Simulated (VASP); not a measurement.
# Cr (Im-3m) in VASP: a series of runs

The runs below take Cr through single point, with PBE.

Everything below comes from runs of VASP 6.6.1. Logs are shortened: lines on timing, memory, paths and dates and some standing lists are left out, and cuts for length are marked.

## Step 1: The cell of the first run

The structure is cubic, space group Im-3m (No. 229). The conventional cell has a = 2.848 Å, b = 2.848 Å, c = 2.848 Å, α = 90.00°, β = 90.00°, γ = 90.00°. Cr (site symmetry m-3m) has 14 Cr at 2.47 to 2.85 Å within 3.3 Å.

## Step 2: Single point, PBE, collinear spin, ferromagnetic start

The input, INCAR:

```
PREC = Accurate
ENCUT = 520
EDIFF = 1E-7
ISMEAR = 0
SIGMA = 0.05
LREAL = F
LASPH = T
NELM = 150
ALGO = Normal
ISIF = 2
LWAVE = F
LCHARG = F
ISPIN = 2
MAGMOM = 2 2
LORBIT = 11
LMAXMIX = 4
GGA = PE
NBANDS = 23
```

The input, KPOINTS:

```
regular mesh
0
Gamma
  12 12 12
```

The input, POSCAR:

```
Cr
1.0
    2.8482214432      0.0000000000      0.0000000000
    0.0000000000      2.8482214432      0.0000000000
    0.0000000000      0.0000000000      2.8482214432
Cr
2
Direct
    0.0000000000      0.0000000000      0.0000000000
    0.5000000000      0.5000000000      0.5000000000
```

Potentials or basis: VASP PAW PBE potentials, release 64 (Cr_pv).

Launch:

```bash
$ cat potpaw_PBE.64/Cr_pv/POTCAR > POTCAR
$ mpirun -np 1 vasp_std > vasp.out
```

OUTCAR:

```text
PREC = Accurate
   ENCUT = 520
   EDIFF = 1E-7
   ISMEAR = 0
   LREAL = F
   LASPH = T
   NELM = 150
   ISIF = 2
   ISPIN = 2
   LORBIT = 11
   GGA = PE

 ion  position               nearest neighbor table
   1  0.000  0.000  0.000-   2 2.47   2 2.47   2 2.47   2 2.47   2 2.47   2 2.47   2 2.47   2 2.47

   2  0.500  0.500  0.500-   1 2.47   1 2.47   1 2.47   1 2.47   1 2.47   1 2.47   1 2.47   1 2.47

  LATTYP: Found a simple cubic cell.
 ALAT       =     2.8482214432

  Lattice vectors:

 A1 = (   2.8482214432,   0.0000000000,   0.0000000000)
 A2 = (   0.0000000000,   2.8482214432,   0.0000000000)
 A3 = (   0.0000000000,   0.0000000000,   2.8482214432)

Analysis of symmetry for initial positions (statically):
=====================================================================
 Subroutine PRICEL returns following result:

  LATTYP: Found a body centered cubic cell.
 ALAT       =     2.8482214432
[... 12 lines left out ...]
 Subroutine GETGRP returns: Found 48 space group operations
 (whereof 48 operations were pure point group operations)
 out of a pool of 48 trial point group operations.

The static configuration has the point symmetry O_h .

Analysis of symmetry for dynamics (positions and initial velocities):
=====================================================================
 Subroutine PRICEL returns following result:

  LATTYP: Found a body centered cubic cell.
 ALAT       =     2.8482214432
[... 12 lines left out ...]
 Subroutine GETGRP returns: Found 48 space group operations
 (whereof 48 operations were pure point group operations)
 out of a pool of 48 trial point group operations.

The dynamic configuration has the point symmetry O_h .

Analysis of structural, dynamic, and magnetic symmetry:
=====================================================================
 Subroutine PRICEL returns following result:

  LATTYP: Found a body centered cubic cell.
 ALAT       =     2.8482214432
[... 12 lines left out ...]
 Subroutine GETGRP returns: Found 48 space group operations
 (whereof 48 operations were pure point group operations)
 out of a pool of 48 trial point group operations.

The overall configuration has the point symmetry O_h .

 Subroutine INISYM returns: Found 48 space group operations
 (whereof 48 operations are pure point group operations),
 and found     2 'primitive' translations

----------------------------------------------------------------------------------------

                                     Primitive cell

  volume of cell :      11.5529

  direct lattice vectors                    reciprocal lattice vectors
     1.424110722  1.424110722 -1.424110722     0.351096296  0.351096296  0.000000000
[... 105 lines left out ...]
  volume/ion in A,a.u.               =      11.55        77.96
  Fermi-wavevector in a.u.,A,eV,Ry     =   1.657950  3.133072 37.399681  2.748799
  Thomas-Fermi vector in A             =   2.745615
   LORBIT       =     11    0 simple, 1 ext, 2 COOP (PROOUT), +10 PAW based schemes
   GGA     = PE    functional components
   LHFCALC =     F    Hartree Fock is set to
   AEXX    =    0.0000 exact exchange contribution
   IVDW    =     0    specifies the selected vdW correction
   LEPSILON=     F    determine dielectric tensor
   LRPA    =     F    only Hartree local field effects (RPA)
 spin polarized calculation
 Gauss-broadening in eV      SIGMA  =   0.05
  energy-cutoff  :      520.00
  volume of cell :       23.11
 maximum number of plane-waves:       635
 NGX is ok and might be reduce to    24
   NGX = 11   NGY = 11   NGZ = 11

 number of electron      23.9999986 magnetization      -0.0000023

 number of electron      23.9999986 magnetization       0.0000015

 Free energy of the ion-electron system (eV)
  ---------------------------------------------------
  ext. energy  EPLUGINS =         0.00000000
  ---------------------------------------------------
  free energy    TOTEN  =       -19.03394411 eV

  energy without entropy =      -19.03180403  energy(sigma->0) =      -19.03287407

 E-fermi :  11.0320     XC(G=0): -13.6726

 val. band max:       11.0277450914   @ k =   0.2500   0.0833   0.0833
 cond. band min:      11.0404485001   @ k =   0.3333   0.0833   0.0833
 fundamental gap:      0.0127034087
 Fermi energy:        11.0320443507

 spin component 1

 k-point     1 :       0.0000    0.0000    0.0000
  band No.  band energies     occupation
      1     -32.3836      1.00000
      2     -32.3836      1.00000
      3     -32.3836      1.00000
      4     -31.7553      1.00000
      5     -31.7553      1.00000
      6     -31.7553      1.00000
[... 613 lines left out ...]
     22      23.3179      0.00000
     23      28.4686      0.00000

 [... further k-points ...]

 spin component 2

 k-point     1 :       0.0000    0.0000    0.0000
  band No.  band energies     occupation
      1     -32.3836      1.00000
      2     -32.3836      1.00000
      3     -32.3836      1.00000
      4     -31.7553      1.00000
      5     -31.7553      1.00000
      6     -31.7553      1.00000
[... 613 lines left out ...]
     22      23.3179      0.00000
     23      28.4686      0.00000

 [... further k-points ...]
[... 5 lines left out ...]
  --------------------------------------------------------------------------------------
  -------------------------------------------------------------------------------------
  Total       -0.0946785     -0.0946785     -0.0946785      0.0000000      0.0000000     -0.0000000
  in kB       -6.5650901     -6.5650901     -6.5650901      0.0000000      0.0000000     -0.0000000
  external PRESSURE =      -6.5650901 kB  Pullay stress =       0.0000000 kB

 VOLUME and BASIS-vectors are now :
 -----------------------------------------------------------------------------
  energy-cutoff  :      520.00
  volume of cell :       23.11
      direct lattice vectors                 reciprocal lattice vectors
     2.848221443  0.000000000  0.000000000     0.351096296  0.000000000  0.000000000
     0.000000000  2.848221443  0.000000000     0.000000000  0.351096296  0.000000000
     0.000000000  0.000000000  2.848221443     0.000000000  0.000000000  0.351096296

 POSITION                                       TOTAL-FORCE (eV/Angst)
 -----------------------------------------------------------------------------------
      0.00000      0.00000      0.00000        -0.000000     -0.000000     -0.000000
      1.42411      1.42411      1.42411         0.000000      0.000000      0.000000
 -----------------------------------------------------------------------------------
    total drift:                                0.000000      0.000000     -0.000000

  FREE ENERGIE OF THE ION-ELECTRON SYSTEM (eV)
  ---------------------------------------------------
  free  energy   TOTEN  =       -19.0339441091 eV

  energy  without entropy=      -19.0318040336  energy(sigma->0) =      -19.03287407

 total charge

# of ion       s       p       d       tot
------------------------------------------
    1        0.441   6.405   4.212  11.058
    2        0.441   6.405   4.212  11.058
--------------------------------------------------
tot          0.881  12.810   8.425  22.116

 magnetization (x)

# of ion       s       p       d       tot
------------------------------------------
    1        0.000   0.000   0.000   0.000
    2        0.000   0.000   0.000   0.000
--------------------------------------------------
tot          0.000   0.000   0.000   0.000
```

OSZICAR:

```text
N       E                     dE             d eps       ncg     rms          rms(c)
DAV:   1     0.242137720377E+03    0.24214E+03   -0.13179E+04  7736   0.129E+03
DAV:   2    -0.130196461617E+02   -0.25516E+03   -0.24560E+03  7840   0.378E+02
DAV:   3    -0.209293234822E+02   -0.79097E+01   -0.78504E+01  9618   0.783E+01
DAV:   4    -0.209970764323E+02   -0.67753E-01   -0.67667E-01  8559   0.729E+00
DAV:   5    -0.209979811423E+02   -0.90471E-03   -0.90443E-03  8449   0.797E-01    0.228E+01
DAV:   6    -0.190262668693E+02    0.19717E+01   -0.93340E+00  8218   0.364E+01    0.485E+00
DAV:   7    -0.190478960660E+02   -0.21629E-01   -0.24527E-01  8225   0.415E+00    0.275E+00
DAV:   8    -0.190423751675E+02    0.55209E-02   -0.70950E-03  8533   0.927E-01    0.122E+00
DAV:   9    -0.190336037040E+02    0.87715E-02   -0.33512E-03  8428   0.616E-01    0.243E-01
DAV:  10    -0.190339325747E+02   -0.32887E-03   -0.61824E-04  8155   0.244E-01    0.705E-02
DAV:  11    -0.190339540167E+02   -0.21442E-04   -0.23504E-05  8568   0.455E-02    0.311E-02
DAV:  12    -0.190339456271E+02    0.83896E-05   -0.34288E-06  8323   0.157E-02    0.794E-03
DAV:  13    -0.190339442455E+02    0.13816E-05   -0.12676E-06  7952   0.103E-02    0.928E-04
DAV:  14    -0.190339440373E+02    0.20820E-06   -0.16138E-08  4641   0.121E-03    0.511E-04
DAV:  15    -0.190339441091E+02   -0.71840E-07   -0.36989E-09  4053   0.575E-04
   1 F= -.19033944E+02 E0= -.19032874E+02  d E =-.214008E-02  mag=    -0.0000
```

stdout:

```text
POSCAR found type information on POSCAR Cr
 POSCAR found :  1 types and       2 ions
 scaLAPACK will be used
 LDA part: xc-table for (Slater+PW92), standard interpolation
 POSCAR, INCAR and KPOINTS ok, starting setup
 FFT: planning ... GRIDC
 FFT: planning ... GRID_SOFT
 FFT: planning ... GRID
 WAVECAR not read
 entering main loop
```

It took 46 s on 1 thread of Intel Xeon Platinum 8488C (Sapphire Rapids), shared host; peak memory 0.18 GiB.

Results:

```
Free energy                                           : -19.0339 eV
Pressure                                              : -0.7 GPa
Band gap on the k mesh                                : zero (filled and empty bands overlap)
Net moment                                            : 0.00 μB per cell
Valence electrons inside the program's atomic spheres : Cr 11.06
```

Caveat: the starting moments collapsed, and a magnetic state may lie lower.

## Step 3: Single point, PBE, collinear spin, antiferromagnetic start

The input, INCAR:

```
  PREC = Accurate
  ENCUT = 520
  EDIFF = 1E-7
  ISMEAR = 0
  SIGMA = 0.05
  LREAL = False
  LASPH = True
  NELM = 150
  ALGO = Fast
  ISIF = 2
  LWAVE = False
  LCHARG = True
  ISPIN = 2
  MAGMOM = 2 -2
  LORBIT = 11
  LMAXMIX = 4
  GGA = PE
  LELF = True
  LVHAR = True
  NBANDS = 23
```

KPOINTS is that of step 2.

POSCAR is that of step 2.

Potentials or basis: VASP PAW PBE potentials, release 64 (Cr_pv).

Launch:

```bash
$ cat potpaw_PBE.64/Cr_pv/POTCAR > POTCAR
$ mpirun -np 1 vasp_std > vasp.out
```

OUTCAR:

```text
PREC = Accurate
   ENCUT = 520
   EDIFF = 1E-7
   ISMEAR = 0
   LREAL = False
   LASPH = True
   NELM = 150
   ISIF = 2
   ISPIN = 2
   LORBIT = 11
   GGA = PE

 ion  position               nearest neighbor table
   1  0.000  0.000  0.000-   2 2.47   2 2.47   2 2.47   2 2.47   2 2.47   2 2.47   2 2.47   2 2.47

   2  0.500  0.500  0.500-   1 2.47   1 2.47   1 2.47   1 2.47   1 2.47   1 2.47   1 2.47   1 2.47

  LATTYP: Found a simple cubic cell.
 ALAT       =     2.8482214432

  Lattice vectors:

 A1 = (   2.8482214432,   0.0000000000,   0.0000000000)
 A2 = (   0.0000000000,   2.8482214432,   0.0000000000)
 A3 = (   0.0000000000,   0.0000000000,   2.8482214432)

Analysis of symmetry for initial positions (statically):
=====================================================================
 Subroutine PRICEL returns following result:

  LATTYP: Found a body centered cubic cell.
 ALAT       =     2.8482214432
[... 12 lines left out ...]
 Subroutine GETGRP returns: Found 48 space group operations
 (whereof 48 operations were pure point group operations)
 out of a pool of 48 trial point group operations.

The static configuration has the point symmetry O_h .

Analysis of symmetry for dynamics (positions and initial velocities):
=====================================================================
 Subroutine PRICEL returns following result:

  LATTYP: Found a body centered cubic cell.
 ALAT       =     2.8482214432
[... 12 lines left out ...]
 Subroutine GETGRP returns: Found 48 space group operations
 (whereof 48 operations were pure point group operations)
 out of a pool of 48 trial point group operations.

The dynamic configuration has the point symmetry O_h .

Analysis of structural, dynamic, and magnetic symmetry:
=====================================================================
 Subroutine PRICEL returns following result:

  LATTYP: Found a body centered cubic cell.
 ALAT       =     2.8482214432
[... 12 lines left out ...]
 Subroutine GETGRP returns: Found 48 space group operations
[... 138 lines left out ...]
 NGX is ok and might be reduce to    24
   NGX = 11   NGY = 11   NGZ = 11

 number of electron      23.9999986 magnetization       0.0000000

 number of electron      23.9999986 magnetization      -0.0000000

 Free energy of the ion-electron system (eV)
  ---------------------------------------------------
  ext. energy  EPLUGINS =         0.00000000
  ---------------------------------------------------
  free energy    TOTEN  =       -19.05774564 eV

  energy without entropy =      -19.05675021  energy(sigma->0) =      -19.05724793

 E-fermi :  10.9652     XC(G=0): -13.6578

 val. band max:       10.9424140024   @ k =   0.4167   0.4167   0.0833
 cond. band min:      10.9688024396   @ k =   0.5000   0.4167   0.0833
 fundamental gap:      0.0263884371
 Fermi energy:        10.9651522808

 spin component 1

 k-point     1 :       0.0000    0.0000    0.0000
  band No.  band energies     occupation
      1     -32.5631      1.00000
      2     -32.5631      1.00000
      3     -32.5631      1.00000
      4     -31.3928      1.00000
      5     -31.3928      1.00000
      6     -31.3928      1.00000
[... 613 lines left out ...]
     22      23.3670      0.00000
     23      28.4920      0.00000

 [... further k-points ...]

 spin component 2

 k-point     1 :       0.0000    0.0000    0.0000
  band No.  band energies     occupation
      1     -32.5631      1.00000
      2     -32.5631      1.00000
      3     -32.5631      1.00000
      4     -31.3928      1.00000
      5     -31.3928      1.00000
      6     -31.3928      1.00000
[... 613 lines left out ...]
     22      23.3670      0.00000
     23      28.4926      0.00000

 [... further k-points ...]
[... 5 lines left out ...]
  --------------------------------------------------------------------------------------
  -------------------------------------------------------------------------------------
  Total        0.5007986      0.5007986      0.5007986     -0.0000000     -0.0000000     -0.0000000
  in kB       34.7258132     34.7258132     34.7258132     -0.0000000     -0.0000000     -0.0000000
  external PRESSURE =      34.7258132 kB  Pullay stress =       0.0000000 kB

 VOLUME and BASIS-vectors are now :
 -----------------------------------------------------------------------------
  energy-cutoff  :      520.00
  volume of cell :       23.11
      direct lattice vectors                 reciprocal lattice vectors
     2.848221443  0.000000000  0.000000000     0.351096296  0.000000000  0.000000000
     0.000000000  2.848221443  0.000000000     0.000000000  0.351096296  0.000000000
     0.000000000  0.000000000  2.848221443     0.000000000  0.000000000  0.351096296

 POSITION                                       TOTAL-FORCE (eV/Angst)
 -----------------------------------------------------------------------------------
      0.00000      0.00000      0.00000         0.000000      0.000000      0.000000
      1.42411      1.42411      1.42411        -0.000000     -0.000000     -0.000000
 -----------------------------------------------------------------------------------
    total drift:                                0.000000      0.000000     -0.000000

  FREE ENERGIE OF THE ION-ELECTRON SYSTEM (eV)
  ---------------------------------------------------
  free  energy   TOTEN  =       -19.0577456449 eV

  energy  without entropy=      -19.0567502105  energy(sigma->0) =      -19.05724793

 total charge

# of ion       s       p       d       tot
------------------------------------------
    1        0.440   6.404   4.216  11.060
    2        0.440   6.404   4.216  11.060
--------------------------------------------------
tot          0.881  12.807   8.433  22.121

 magnetization (x)

# of ion       s       p       d       tot
------------------------------------------
    1        0.012   0.007   0.967   0.986
    2       -0.012  -0.007  -0.967  -0.986
--------------------------------------------------
tot          0.000   0.000   0.000   0.000
```

OSZICAR:

```text
N       E                     dE             d eps       ncg     rms          rms(c)
DAV:   1     0.241786030373E+03    0.24179E+03   -0.13202E+04  7736   0.128E+03
DAV:   2    -0.138524218582E+02   -0.25564E+03   -0.24596E+03  7847   0.379E+02
DAV:   3    -0.217867061270E+02   -0.79343E+01   -0.78810E+01  9555   0.790E+01
DAV:   4    -0.218544134275E+02   -0.67707E-01   -0.67639E-01  8594   0.734E+00
DAV:   5    -0.218552897749E+02   -0.87635E-03   -0.87606E-03  8540   0.788E-01    0.195E+01
RMM:   6    -0.190101400196E+02    0.28451E+01   -0.82975E+00  8074   0.249E+01    0.616E+00
RMM:   7    -0.190654128684E+02   -0.55273E-01   -0.33929E-01  8381   0.486E+00    0.382E+00
RMM:   8    -0.190672111929E+02   -0.17983E-02   -0.24551E-02  8898   0.146E+00    0.107E+00
RMM:   9    -0.190570959517E+02    0.10115E-01   -0.66620E-03  8979   0.812E-01    0.398E-01
RMM:  10    -0.190577231681E+02   -0.62722E-03   -0.21123E-03  8876   0.448E-01    0.718E-02
RMM:  11    -0.190577511510E+02   -0.27983E-04   -0.21493E-04  9256   0.160E-01    0.354E-02
RMM:  12    -0.190577474383E+02    0.37127E-05   -0.33829E-05  9570   0.627E-02    0.129E-02
RMM:  13    -0.190577451748E+02    0.22634E-05   -0.60593E-06  9231   0.246E-02    0.609E-03
RMM:  14    -0.190577450846E+02    0.90200E-07   -0.10143E-06  8545   0.962E-03    0.457E-03
RMM:  15    -0.190577455673E+02   -0.48262E-06   -0.28828E-07  7228   0.479E-03    0.230E-03
RMM:  16    -0.190577456449E+02   -0.77669E-07   -0.10557E-07  5748   0.275E-03
   1 F= -.19057746E+02 E0= -.19057248E+02  d E =-.995434E-03  mag=     0.0000
```

Wall time 56 s (1 thread of Intel Xeon Platinum 8488C (Sapphire Rapids), shared host); peak memory 0.18 GiB.

Results:

```
Free energy                                           : -19.0577 eV
Pressure                                              : 3.5 GPa
Band gap on the k mesh                                : zero (filled and empty bands overlap)
Net moment                                            : 0.00 μB per cell
Site moments                                          : Cr +0.99, -0.99 μB
Valence electrons inside the program's atomic spheres : Cr 11.06
```
